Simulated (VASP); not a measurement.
# InB2As3 (P4/mmm) in VASP: a series of runs, part 2 of 2

VASP 6.6.1.

### 4 Single point, PBE

This run uses another cell than the first one, of 21.76 Å³/atom, 1.281 times its volume.

Input file INCAR:

```
  PREC = Accurate
  ENCUT = 520
  EDIFF = 1E-6
  ISMEAR = 0
  SIGMA = 0.1
  LREAL = False
  LASPH = True
  NELM = 80
  ALGO = Normal
  ISIF = 2
  LWAVE = False
  LCHARG = False
  GGA = PE
  NBANDS = 26
```

Input file KPOINTS:

```
regular mesh
0
Gamma
  4 4 4
```

Input file POSCAR:

```
InB2As3
1.0
    4.7895939900      0.0000000000      0.0000000000
    0.0000000000      4.7895939900      0.0000000000
    0.0000000000      0.0000000000      5.6905181400
In B As
1 2 3
Direct
    0.0000000000      0.0000000000      0.5000000000
    0.5000000000      0.5000000000      0.3539050100
    0.5000000000      0.5000000000      0.6460949900
    0.0000000000      0.0000000000      0.8256735300
    0.0000000000      0.0000000000      0.1743264700
    0.5000000000      0.5000000000      0.0000000000
```

Potentials or basis: VASP PAW PBE potentials, release 64 (In_d, B, As).

On the command line:

```bash
$ cat potpaw_PBE.64/In_d/POTCAR potpaw_PBE.64/B/POTCAR potpaw_PBE.64/As/POTCAR > POTCAR
$ mpirun -np 1 vasp_std > vasp.out
```

OUTCAR:

```text
PREC = Accurate
   ENCUT = 520
   EDIFF = 1E-6
   ISMEAR = 0
   LREAL = False
   LASPH = True
   NELM = 80
   ISIF = 2
   GGA = PE

 ion  position               nearest neighbor table
   1  0.000  0.000  0.500-   4 1.85   5 1.85
   2  0.500  0.500  0.354-   3 1.66   6 2.01
   3  0.500  0.500  0.646-   2 1.66   6 2.01
   4  0.000  0.000  0.826-   1 1.85   5 1.98
   5  0.000  0.000  0.174-   1 1.85   4 1.98
   6  0.500  0.500  0.000-   2 2.01   3 2.01

  LATTYP: Found a simple tetragonal cell.
 ALAT       =     4.7895939900
 C/A-ratio  =     1.1881003175

  Lattice vectors:

 A1 = (   4.7895939900,   0.0000000000,   0.0000000000)
 A2 = (   0.0000000000,   4.7895939900,   0.0000000000)
 A3 = (   0.0000000000,   0.0000000000,   5.6905181400)

Analysis of symmetry for initial positions (statically):
=====================================================================
 Subroutine PRICEL returns:
 Original cell was already a primitive cell.

 Routine SETGRP: Setting up the symmetry group for a
 simple tetragonal supercell.

 Subroutine GETGRP returns: Found 16 space group operations
 (whereof 16 operations were pure point group operations)
 out of a pool of 16 trial point group operations.

The static configuration has the point symmetry D_4h.

Analysis of symmetry for dynamics (positions and initial velocities):
=====================================================================
 Subroutine PRICEL returns:
 Original cell was already a primitive cell.

 Routine SETGRP: Setting up the symmetry group for a
 simple tetragonal supercell.

 Subroutine GETGRP returns: Found 16 space group operations
 (whereof 16 operations were pure point group operations)
[... 120 lines left out ...]
   IALGO  =     38    algorithm
   IMIX   =      4    mixing-type and parameters
     AMIX     =   0.40;   BMIX     =  1.00
     AMIX_MAG =   1.60;   BMIX_MAG =  1.00
  volume/ion in A,a.u.               =      21.76       146.82
  Fermi-wavevector in a.u.,A,eV,Ry     =   1.045486  1.975681 14.871715  1.093040
  Thomas-Fermi vector in A             =   2.180283
   LORBIT       =      0    0 simple, 1 ext, 2 COOP (PROOUT), +10 PAW based schemes
   GGA     = PE    functional components
   LHFCALC =     F    Hartree Fock is set to
   AEXX    =    0.0000 exact exchange contribution
   IVDW    =     0    specifies the selected vdW correction
   LEPSILON=     F    determine dielectric tensor
   LRPA    =     F    only Hartree local field effects (RPA)
 non-spin polarized calculation
 Gauss-broadening in eV      SIGMA  =   0.10
  energy-cutoff  :      520.00
  volume of cell :      130.54
 maximum number of plane-waves:      3544
 NGX is ok and might be reduce to    36
   NGX = 17   NGY = 17   NGZ = 21

 number of electron      34.0000004 magnetization

 Free energy of the ion-electron system (eV)
  ---------------------------------------------------
  ext. energy  EPLUGINS =         0.00000000
  ---------------------------------------------------
  free energy    TOTEN  =       -10.67184368 eV

  energy without entropy =      -10.65163122  energy(sigma->0) =      -10.66173745

 E-fermi :   3.9068     XC(G=0):  -9.1185

 val. band max:        3.8641651884   @ k =   0.5000   0.2500   0.0000
 cond. band min:       3.9127845074   @ k =   0.0000   0.0000   0.5000
 fundamental gap:      0.0486193190
 Fermi energy:         3.9067794578

 k-point     1 :       0.0000    0.0000    0.0000
  band No.  band energies     occupation
      1     -15.7763      2.00000
      2     -13.6244      2.00000
      3     -13.6244      2.00000
      4     -12.5608      2.00000
      5     -12.5507      2.00000
      6     -10.0846      2.00000
[... 511 lines left out ...]
     25       9.5789      0.00000
     26      10.9004      0.00000

------------------------ aborting loop because EDIFF is reached ----------------------------------------

  FORCE on cell =-STRESS in cart. coord.  units (eV):
  Direction    XX          YY          ZZ          XY          YZ          ZX
  --------------------------------------------------------------------------------------
  -------------------------------------------------------------------------------------
  Total        2.7828284      2.7828284     75.7578915      0.0000000      0.0000000      0.0000000
  in kB       34.1544891     34.1544891    929.7993720      0.0000000      0.0000000      0.0000000
  external PRESSURE =     332.7027834 kB  Pullay stress =       0.0000000 kB

 VOLUME and BASIS-vectors are now :
 -----------------------------------------------------------------------------
  energy-cutoff  :      520.00
  volume of cell :      130.54
      direct lattice vectors                 reciprocal lattice vectors
     4.789593990  0.000000000  0.000000000     0.208785964  0.000000000  0.000000000
     0.000000000  4.789593990  0.000000000     0.000000000  0.208785964  0.000000000
     0.000000000  0.000000000  5.690518140     0.000000000  0.000000000  0.175730922

 POSITION                                       TOTAL-FORCE (eV/Angst)
 -----------------------------------------------------------------------------------
      0.00000      0.00000      2.84526         0.000000      0.000000      0.000000
      2.39480      2.39480      2.01390         0.000000      0.000000     -0.053883
      2.39480      2.39480      3.67662         0.000000     -0.000000      0.053883
      0.00000      0.00000      4.69851        -0.000000      0.000000     16.083825
      0.00000      0.00000      0.99201         0.000000     -0.000000    -16.083825
      2.39480      2.39480      0.00000         0.000000      0.000000      0.000000
 -----------------------------------------------------------------------------------
    total drift:                                0.000000      0.000000      0.000000

  FREE ENERGIE OF THE ION-ELECTRON SYSTEM (eV)
  ---------------------------------------------------
  free  energy   TOTEN  =       -10.6718436820 eV

  energy  without entropy=      -10.6516312193  energy(sigma->0) =      -10.66173745
```

OSZICAR:

```text
N       E                     dE             d eps       ncg     rms          rms(c)
DAV:   1     0.247613221847E+03    0.24761E+03   -0.14200E+04   936   0.126E+03
DAV:   2     0.130822820469E+02   -0.23453E+03   -0.22219E+03   994   0.299E+02
DAV:   3    -0.115434514395E+02   -0.24626E+02   -0.23886E+02  1226   0.102E+02
DAV:   4    -0.124858346616E+02   -0.94238E+00   -0.93107E+00  1088   0.208E+01
DAV:   5    -0.125173630175E+02   -0.31528E-01   -0.31509E-01  1432   0.389E+00    0.129E+01
DAV:   6    -0.111057402926E+02    0.14116E+01   -0.35781E+00  1118   0.172E+01    0.696E+00
DAV:   7    -0.107803484317E+02    0.32539E+00   -0.13610E+00  1192   0.555E+00    0.352E+00
DAV:   8    -0.106779035847E+02    0.10244E+00   -0.26136E-01  1148   0.285E+00    0.155E+00
DAV:   9    -0.106728520952E+02    0.50515E-02   -0.27804E-02  1364   0.130E+00    0.990E-01
DAV:  10    -0.106721794789E+02    0.67262E-03   -0.43176E-03  1190   0.374E-01    0.134E-01
DAV:  11    -0.106718186340E+02    0.36084E-03   -0.10081E-03  1300   0.324E-01    0.997E-02
DAV:  12    -0.106718381426E+02   -0.19509E-04   -0.25057E-04  1182   0.839E-02    0.438E-02
DAV:  13    -0.106718450393E+02   -0.68967E-05   -0.26924E-05  1348   0.469E-02    0.766E-03
DAV:  14    -0.106718439657E+02    0.10736E-05   -0.33255E-06  1118   0.152E-02    0.447E-03
DAV:  15    -0.106718436820E+02    0.28366E-06   -0.17862E-07   588   0.407E-03
   1 F= -.10671844E+02 E0= -.10661737E+02  d E =-.202125E-01
```

Wall time 22 s (1 thread of Intel Xeon 6975P-C (Granite Rapids), shared host); peak memory 0.24 GiB.

Results:

```
Free energy            : -10.6718 eV
Pressure               : 33.3 GPa
Largest force          : 16.084 eV/Å
Band gap on the k mesh : zero (band 17 reaches 4.89 eV, above the bottom of band 18 at 2.56 eV)
```

Forces in eV/Å, atoms in the order of the input:
```
In    0.000   0.000   0.000
B     0.000   0.000  -0.054
B     0.000   0.000   0.054
As    0.000   0.000  16.084
As    0.000   0.000 -16.084
As    0.000   0.000   0.000
```

Caveat: spin-orbit coupling is left out, which moves the levels of the heavy elements; forces of over 1 eV/Å act on the atoms, so gaps and moduli don't describe the material at rest.

### 5 Summary

| cell | k mesh | gap on the mesh (eV) | pressure (GPa) | largest force (eV/Å) |
| --- | --- | --- | --- | --- |
| a = 3.408, b = 3.408, c = 8.776 Å, 6 atoms | 4 × 4 × 4 | none | 0.2 | 0.04 |
| a = 3.492, b = 3.492, c = 8.418 Å, 6 atoms | 6 × 6 × 2 | none | 0.2 | 0.04 |
| a = 4.790, b = 4.790, c = 5.691 Å, 6 atoms | 4 × 4 × 4 | none | 33.3 | 16.08 |

Alike in all rows: task single point; level PBE; potentials or basis VASP PAW PBE potentials, release 64 (In_d, B, As); no spin polarisation; cutoff (eV) 520; smearing gaussian 0.1 eV.

Caveats: some runs use coarse meshes; spin-orbit coupling is left out, which moves the levels of the heavy elements; forces of over 1 eV/Å act on the atoms, so gaps and moduli don't describe the material at rest (some runs).

Absolute energies hang on the potentials; compare differences alone.
